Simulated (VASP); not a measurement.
A run of VASP 6.6.1 is set up as follows.

INCAR

```
  PREC = Accurate
  ENCUT = 600
  EDIFF = 1E-7
  ISMEAR = 0
  SIGMA = 0.1
  LREAL = F
  LASPH = T
  NELM = 60
  ALGO = Fast
  ISIF = 3
  LWAVE = F
  LCHARG = F
  GGA = PS
  IBRION = 2
  NSW = 100
  EDIFFG = -0.005
```

KPOINTS

```
regular mesh
0
Gamma
  18 18 10
```

Contents of POSCAR:

```
Ru
1.0
    2.7058000000      0.0000000000      0.0000000000
   -1.3529000000      2.3432915376      0.0000000000
    0.0000000000      0.0000000000      4.2819000000
Ru
2
Direct
    0.3333333333      0.6666666667      0.2500000000
    0.6666666667      0.3333333333      0.7500000000
```

Potentials or basis: VASP PAW PBE potentials, release 64 (Ru_pv).

The run is started by

```console
$ cat potpaw_PBE.64/Ru_pv/POTCAR > POTCAR
$ mpirun -np 1 vasp_std > vasp.out
```

(1) Estimate the relaxed cell.

(2) Estimate the space group after relaxing (to 0.1 Å).

(3) Predict the band gap on the k mesh.

(4) Estimate the relaxed volume.

Answers

(1) a = 2.689 Å, b = 2.689 Å, c = 4.252 Å, α = 90.00°, β = 90.00°, γ = 120.00°.

(2) P6_3/mmc (No. 194).

(3) zero (bands 14 and 15 overlap by 3.22 eV).

(4) 13.32 Å³/atom.

Caveat: the PAW data sets were made with another functional, which shifts forces and pressure a little.
